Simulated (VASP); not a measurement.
# ZrB2 in VASP: a series of runs

Runs on ZrB2. Level: PBE. Tasks: single point.

Everything below comes from runs of VASP 6.6.1. Logs are shortened: lines on timing, memory, paths and dates and some standing lists are left out, and cuts for length are marked.

## 1. The cell of the first run

The typed cell holds 3 atoms: a = 3.165 Å, b = 3.151 Å, c = 3.520 Å, α = 89.79°, β = 89.43°, γ = 119.57°.

## 2. Single point, PBE (equal xy, yz and zx shear strains of +1 %)

Contents of INCAR:

```
SYSTEM = ZrB2
ALGO = Normal
EDIFF = 1E-7
ENCUT = 520
GGA = PE
ISIF = 2
ISMEAR = -1
LASPH = .True.
LCHARG = .False.
LREAL = .False.
LWAVE = .False.
NBANDS = 16
NELM = 80
PREC = Accurate
SIGMA = 0.05
```

Contents of KPOINTS:

```
k-points
0
Gamma
  12 12 9
  0 0 0
```

Contents of POSCAR:

```
ZrB2
1.0
    3.1649998255      0.0158249991      0.0158249991
   -1.5687950615      2.7330577523      0.0057923517
    0.0176000000      0.0176000000      3.5200000000
Zr B
1 2
Direct
    0.0000000000      0.0000000000      0.0000000000
    0.3333333333      0.6666666667      0.5000000000
    0.6666666667      0.3333333333      0.5000000000
```

Potentials or basis: VASP PAW PBE potentials, release 64 (Zr_sv, B).

On the command line:

```bash
> cat potpaw_PBE.64/Zr_sv/POTCAR potpaw_PBE.64/B/POTCAR > POTCAR
> mpirun -np 1 vasp_std > vasp.out
```

OUTCAR:

```text
SYSTEM = ZrB2
   EDIFF = 1E-7
   ENCUT = 520
   GGA = PE
   ISIF = 2
   ISMEAR = -1
   LASPH = .True.
   LREAL = .False.
   NELM = 80
   PREC = Accurate

 ion  position               nearest neighbor table
   1  0.000  0.000  0.000-   2 2.52   3 2.52   3 2.53   2 2.53   3 2.53   2 2.53   2 2.54   3 2.54
                             3 2.55   2 2.55   3 2.56   2 2.56
   2  0.333  0.667  0.500-   3 1.82   3 1.83   3 1.84   1 2.52   1 2.53   1 2.53   1 2.54   1 2.55
                             1 2.56
   3  0.667  0.333  0.500-   2 1.82   2 1.83   2 1.84   1 2.52   1 2.53   1 2.53   1 2.54   1 2.55
                             1 2.56

  LATTYP: Found a triclinic cell.
 ALAT       =     3.1650789495
 B/A-ratio  =     3.6200082127
 C/A-ratio  =     1.0043313550
 COS(alpha) =     0.0005867594
 COS(beta)  =     0.5064876926
 COS(gamma) =     0.8208512230

  Lattice vectors:

 A1 = (   3.1649998255,   0.0158249991,   0.0158249991)
 A2 = (   9.4499897740,  -5.4520655064,  -3.4999347052)
 A3 = (   1.5962047640,   2.7488827514,   0.0216173508)

Analysis of symmetry for initial positions (statically):
=====================================================================
 Subroutine PRICEL returns:
 Original cell was already a primitive cell.

 Routine SETGRP: Setting up the symmetry group for a
 triclinic supercell.

 Subroutine GETGRP returns: Found  2 space group operations
 (whereof  2 operations were pure point group operations)
 out of a pool of  2 trial point group operations.

The static configuration has the point symmetry S_2 .

Analysis of symmetry for dynamics (positions and initial velocities):
=====================================================================
 Subroutine PRICEL returns:
 Original cell was already a primitive cell.

 Routine SETGRP: Setting up the symmetry group for a
 triclinic supercell.

 Subroutine GETGRP returns: Found  2 space group operations
 (whereof  2 operations were pure point group operations)
 out of a pool of  2 trial point group operations.

The dynamic configuration has the point symmetry S_2 .

 Subroutine INISYM returns: Found  2 space group operations
 (whereof  2 operations are pure point group operations),
 and found     1 'primitive' translations

----------------------------------------------------------------------------------------

                                     Primitive cell

  volume of cell :      30.5343

  direct lattice vectors                    reciprocal lattice vectors
     3.164999825  0.015824999  0.015824999     0.315063910  0.180854235 -0.002479591
    -1.568795061  2.733057752  0.005792352    -0.001815186  0.364852465 -0.001815186
     0.017600000  0.017600000  3.520000000    -0.001413458 -0.001413458  0.284105044

  length of vectors
     3.165078950  3.151310231  3.520087999     0.363290064  0.364861496  0.284112076

  position of ions in fractional coordinates (direct lattice)
     0.000000000  0.000000000  0.000000000
     0.333333333  0.666666667  0.500000000
     0.666666667  0.333333333  0.500000000

  ion indices of the primitive-cell ions
   primitive index   ion index
                 1           1
                 2           2
                 3           3

----------------------------------------------------------------------------------------

 KPOINTS: k-points

Automatic generation of k-mesh.
 Grid dimensions read from file:
 generate k-points for:   12   12    9

 Generating k-lattice:

  Cartesian coordinates                     Fractional coordinates (reciprocal lattice)
     0.026255326  0.015071186 -0.000206633     0.083333333 -0.000000000  0.000000000
    -0.000151266  0.030404372 -0.000151266    -0.000000000  0.083333333  0.000000000
    -0.000157051 -0.000157051  0.031567227     0.000000000  0.000000000  0.111111111

  Length of vectors
     0.030274172  0.030405125  0.031568008

  Shift w.r.t. Gamma in fractional coordinates (k-lattice)
     0.000000000  0.000000000  0.000000000

 Subroutine IBZKPT returns following result:
 ===========================================

 Found    650 irreducible k-points:

 Following reciprocal coordinates:
            Coordinates               Weight
  0.000000  0.000000  0.000000      1.000000
  0.083333 -0.000000  0.000000      2.000000
  0.166667 -0.000000  0.000000      2.000000
  0.250000  0.000000  0.000000      2.000000
  0.333333 -0.000000  0.000000      2.000000
  0.416667 -0.000000  0.000000      2.000000
[... 16 lines left out ...]
  0.250000  0.166667  0.000000      2.000000
  0.333333  0.166667  0.000000      2.000000
 [... further k-points ...]
   k-points           NKPTS =    650   k-points in BZ     NKDIM =    650   number of bands    NBANDS=     16
   number of dos      NEDOS =    301   number of ions     NIONS =      3
   total plane-waves  NPLWV =  16128
   dimension x,y,z NGX =    24 NGY =   24 NGZ =   28
   dimension x,y,z NGXF=    48 NGYF=   48 NGZF=   56
   ions per type =               1   2
   NGX,Y,Z   is equivalent  to a cutoff of  12.61, 12.66, 13.22 a.u.
   NGXF,Y,Z  is equivalent  to a cutoff of  25.21, 25.32, 26.45 a.u.
 SYSTEM =  ZrB2
   PREC   = accura    normal or accurate (medium, high low for compatibility)
   ISTART =      0    job   : 0-new  1-cont  2-samecut
   ICHARG =      2    charge: 1-file 2-atom 10-const
   ISPIN  =      1    spin polarized calculation?
   LNONCOLLINEAR =      F non collinear calculations
   LSORBIT =      F    spin-orbit coupling
   LASPH  =      T    aspherical Exc in radial PAW
   ENCUT  =  520.0 eV  38.22 Ry    6.18 a.u.   5.88  5.86  6.55*2*pi/ulx,y,z
   NELM   =     80;   NELMIN=  2; NELMDL= -5     # of ELM steps
   EDIFF  = 0.1E-06   stopping-criterion for ELM
   LREAL  =      F    real-space projection
   EDIFFG = 0.1E-05   stopping-criterion for IOM
   NSW    =      0    number of steps for IOM
   IBRION =     -1    ionic relax: 0-MD 1-quasi-New 2-CG
   NFREE  =      0    steps in history (QN), initial steepest desc. (CG)
   ISIF   =      2    stress and relaxation
   ISYM   =      2    0-nonsym 1-usesym 2-fastsym
   POTIM  = 0.5000    time-step for ionic-motion
   TEBEG  =    0.0;   TEEND  =   0.0 temperature during run
   PSTRESS=    0.0 pullay stress
   NELECT =      18.0000    total number of electrons
   NUPDOWN=      -1.0000    fix difference up-down
   EMIN   =  10.00;   EMAX   =-10.00  energy-range for DOS
   EFERMI =   0.00;   METHOD = LEGACY
   ISMEAR =    -1;   SIGMA  =   0.05  broadening in eV -4-tet -1-fermi 0-gaus
   EFERMI_NEDOS =   21; number of points for ismear=-14 and -15
   IALGO  =     38    algorithm
   IMIX   =      4    mixing-type and parameters
     AMIX     =   0.40;   BMIX     =  1.00
     AMIX_MAG =   1.60;   BMIX_MAG =  1.00
  volume/ion in A,a.u.               =      10.18        68.69
  Fermi-wavevector in a.u.,A,eV,Ry     =   1.372681  2.593991 25.636817  1.884253
  Thomas-Fermi vector in A             =   2.498266
   LORBIT       =      0    0 simple, 1 ext, 2 COOP (PROOUT), +10 PAW based schemes
   GGA     = PE    functional components
   LHFCALC =     F    Hartree Fock is set to
   AEXX    =    0.0000 exact exchange contribution
   IVDW    =     0    specifies the selected vdW correction
   LEPSILON=     F    determine dielectric tensor
   LRPA    =     F    only Hartree local field effects (RPA)
 non-spin polarized calculation
  energy-cutoff  :      520.00
  volume of cell :       30.53
 maximum number of plane-waves:       838
   NGX = 11   NGY = 11   NGZ = 13

 number of electron      18.0000000 magnetization

 Free energy of the ion-electron system (eV)
  ---------------------------------------------------
  ext. energy  EPLUGINS =         0.00000000
  ---------------------------------------------------
  free energy    TOTEN  =       -24.97166191 eV

  energy without entropy =      -24.96980457  energy(sigma->0) =      -24.97073324

 E-fermi :  10.6808     XC(G=0): -12.4759

 val. band max:       10.6561020902   @ k =  -0.1667   0.3333   0.1111
 cond. band min:      10.6933550734   @ k =   0.1667  -0.3333   0.1111
 fundamental gap:      0.0372529831
 Fermi energy:        10.6807861678

 k-point     1 :       0.0000    0.0000    0.0000
  band No.  band energies     occupation
      1     -38.0044      2.00000
      2     -16.1942      2.00000
      3     -15.6446      2.00000
      4     -15.6250      2.00000
      5      -2.1556      2.00000
      6       7.8893      2.00000
[... 8 lines left out ...]
     15      15.7225      0.00000
     16      15.8429      0.00000

 k-point     2 :       0.0833   -0.0000    0.0000
  band No.  band energies     occupation
      1     -37.9967      2.00000
      2     -16.1827      2.00000
      3     -15.7116      2.00000
      4     -15.6403      2.00000
      5      -2.0167      2.00000
      6       7.4907      2.00000
[... 8 lines left out ...]
     15      16.3462      0.00000
     16      16.7245      0.00000

 k-point     3 :       0.1667   -0.0000    0.0000
  band No.  band energies     occupation
      1     -37.9757      2.00000
      2     -16.1513      2.00000
      3     -15.8929      2.00000
      4     -15.6795      2.00000
      5      -1.6161      2.00000
      6       6.5329      2.00000
[... 8 lines left out ...]
     15      17.4175      0.00000
     16      17.5056      0.00000

 k-point     4 :       0.2500    0.0000    0.0000
  band No.  band energies     occupation
      1     -37.9468      2.00000
      2     -16.1322      2.00000
      3     -16.1079      2.00000
      4     -15.7321      2.00000
      5      -0.9928      2.00000
      6       5.3684      2.00000
[... 8 lines left out ...]
     15      17.8330      0.00000
     16      19.3132      0.00000

 k-point     5 :       0.3333   -0.0000    0.0000
  band No.  band energies     occupation
      1     -37.9177      2.00000
      2     -16.3626      2.00000
      3     -16.0642      2.00000
      4     -15.7840      2.00000
      5      -0.1915      2.00000
      6       4.1624      2.00000
[... 8 lines left out ...]
     15      18.9366      0.00000
     16      20.5987      0.00000

 k-point     6 :       0.4167   -0.0000    0.0000
  band No.  band energies     occupation
      1     -37.8962      2.00000
      2     -16.5261      2.00000
      3     -16.0319      2.00000
      4     -15.8216      2.00000
      5       0.7448      2.00000
      6       2.9821      2.00000
[... 8 lines left out ...]
     15      19.3610      0.00000
     16      20.0969      0.00000
[... 267 lines left out ...]
 k-point    21 :       0.0833    0.1667    0.0000
  band No.  band energies     occupation
      1     -37.9569      2.00000
      2     -16.1233      2.00000
      3     -16.0270      2.00000
      4     -15.7362      2.00000
      5      -1.2326      2.00000
      6       5.9339      2.00000
[... 8 lines left out ...]
     15      17.3069      0.00000
     16      18.4435      0.00000

 k-point    22 :       0.1667    0.1667    0.0000
  band No.  band energies     occupation
      1     -37.9319      2.00000
      2     -16.1945      2.00000
      3     -16.0857      2.00000
      4     -15.8193      2.00000
      5      -0.6310      2.00000
      6       5.1806      2.00000
[... 8 lines left out ...]
     15      17.8946      0.00000
     16      19.1441      0.00000

 k-point    23 :       0.2500    0.1667    0.0000
  band No.  band energies     occupation
      1     -37.9065      2.00000
      2     -16.3513      2.00000
      3     -16.0477      2.00000
      4     -15.9097      2.00000
      5       0.1555      2.00000
      6       4.2823      2.00000
[... 8 lines left out ...]
     15      18.1993      0.00000
     16      20.1707      0.00000

 k-point    24 :       0.3333    0.1667    0.0000
  band No.  band energies     occupation
      1     -37.8876      2.00000
      2     -16.4633      2.00000
      3     -16.0194      2.00000
      4     -15.9768      2.00000
      5       1.0869      2.00000
      6       3.2407      2.00000
[... 8 lines left out ...]
     15      19.5325      0.00000
     16      20.2255      0.00000

 [... further k-points ...]

------------------------ aborting loop because EDIFF is reached ----------------------------------------

  FORCE on cell =-STRESS in cart. coord.  units (eV):
  Direction    XX          YY          ZZ          XY          YZ          ZX
  --------------------------------------------------------------------------------------
  -------------------------------------------------------------------------------------
  Total        0.4039508      0.4025769      0.6992530     -0.4974034     -0.4829695     -0.4830570
  in kB       21.1958481     21.1237619     36.6907616    -26.0994361    -25.3420690    -25.3466606
  external PRESSURE =      26.3367906 kB  Pullay stress =       0.0000000 kB

 VOLUME and BASIS-vectors are now :
 -----------------------------------------------------------------------------
  energy-cutoff  :      520.00
  volume of cell :       30.53
      direct lattice vectors                 reciprocal lattice vectors
     3.164999825  0.015824999  0.015824999     0.315063910  0.180854235 -0.002479591
    -1.568795061  2.733057752  0.005792352    -0.001815186  0.364852465 -0.001815186
     0.017600000  0.017600000  3.520000000    -0.001413458 -0.001413458  0.284105044

 POSITION                                       TOTAL-FORCE (eV/Angst)
 -----------------------------------------------------------------------------------
      0.00000      0.00000      0.00000        -0.000000      0.000000      0.000000
      0.01794      1.83611      1.76914         0.020857      0.001220     -0.002009
      1.59587      0.93037      1.77248        -0.020857     -0.001220      0.002009
 -----------------------------------------------------------------------------------
    total drift:                               -0.000000      0.000000     -0.000000

  FREE ENERGIE OF THE ION-ELECTRON SYSTEM (eV)
  ---------------------------------------------------
  free  energy   TOTEN  =       -24.9716619086 eV

  energy  without entropy=      -24.9698045711  energy(sigma->0) =      -24.97073324
```

Run time: 5.4 min. Hardware: 1 thread of Intel Xeon 8259CL, shared host; peak memory 0.4 GiB.

Results:

```
Free energy            : -24.9717 eV
Pressure               : 2.6 GPa
Largest force          : 0.021 eV/Å
Band gap on the k mesh : zero (bands 9 and 10 overlap by 1.24 eV)
```

Forces on the atoms (eV/Å):
```
Zr   0.000  0.000  0.000
B    0.021  0.001 -0.002
B   -0.021 -0.001  0.002
```

Stress tensor (GPa, compression positive):
```
 2.12 -2.61 -2.53
-2.61  2.11 -2.53
-2.53 -2.53  3.67
```

Levels at points of the mesh, in eV from the Fermi level:
```csv
k point,band 6,band 7,band 8,band 9,band 10,band 11,band 12,band 13
"(0.00, 0.00, 0.00)",-2.79,-2.70,-2.65,-2.40,3.31,3.36,4.12,4.21
"(0.50, 0.00, 0.00)",-8.64,-4.00,-3.09,-2.75,2.21,2.30,4.84,5.03
"(0.00, 0.50, 0.00)",-8.59,-3.98,-3.15,-2.78,2.17,2.24,4.84,5.00
"(0.50, 0.50, 0.00)",-8.54,-3.97,-3.21,-2.81,2.14,2.19,4.88,4.94
```

Caveat: the cell differs from its parent crystal (equal xy, yz and zx shear strains of +1 %).

## 3. Single point, PBE (zz strain of -2 %)

Contents of INCAR:

```
SYSTEM = ZrB2
PREC     = Accurate       ! precision mode
ENCUT    = 520            ! plane-wave cutoff, eV
EDIFF    = 1E-7           ! SCF threshold, eV
ISMEAR   = -1             ! smearing method
SIGMA    = 0.05           ! smearing width, eV
LREAL    = .FALSE.        ! projectors in reciprocal space
LASPH    = .TRUE.         ! aspherical terms in the spheres
NELM     = 80             ! most SCF steps
ALGO     = Normal         ! electronic algorithm
ISIF     = 2              ! what is computed and relaxed
LWAVE    = .FALSE.        ! write WAVECAR
LCHARG   = .FALSE.        ! write CHGCAR
GGA      = PE             ! functional
NBANDS   = 16             ! bands
```

Contents of KPOINTS:

```
Automatic mesh
0
G
  12 12 9
  0 0 0
```

Contents of POSCAR:

```
ZrB2
1.0
    3.1649998255      0.0000000000      0.0000000000
   -1.5824999128      2.7409702519      0.0000000000
    0.0000000000      0.0000000000      3.4496000000
Zr B
1 2
Direct
    0.0000000000      0.0000000000      0.0000000000
    0.3333333333      0.6666666667      0.5000000000
    0.6666666667      0.3333333333      0.5000000000
```

Potentials or basis: VASP PAW PBE potentials, release 64 (Zr_sv, B).

On the command line:

```bash
> cat potpaw_PBE.64/Zr_sv/POTCAR potpaw_PBE.64/B/POTCAR > POTCAR
> mpirun -np 1 vasp_std > vasp.out
```

Wall time 75 s (1 thread of Intel Xeon 8259CL, shared host); peak memory 0.17 GiB.

Results (log left out):

- Free energy: -24.9469 eV
- Pressure: 7.6 GPa
- Band gap on the k mesh: zero (bands 9 and 10 overlap by 1.06 eV)

Stress tensor (GPa, compression positive):
```
 4.76  0.00  0.00
 0.00  4.76  0.00
 0.00  0.00 13.21
```

Levels at points of the mesh, in eV from the Fermi level:
```csv
k point,band 5,band 6,band 7,band 8,band 9,band 10,band 11,band 12,band 13,band 14
"(0.00, 0.00, 0.00)",-12.91,-2.92,-2.92,-2.67,-2.24,3.43,3.43,4.42,4.42,4.64
"(0.50, 0.00, 0.00)",-9.18,-8.61,-3.93,-3.21,-2.86,2.27,2.33,4.85,5.08,6.68
```

Caveat: the cell differs from its parent crystal (zz strain of -2 %); the cell stands under pressure.

(Part 1 of 2 ends here.)
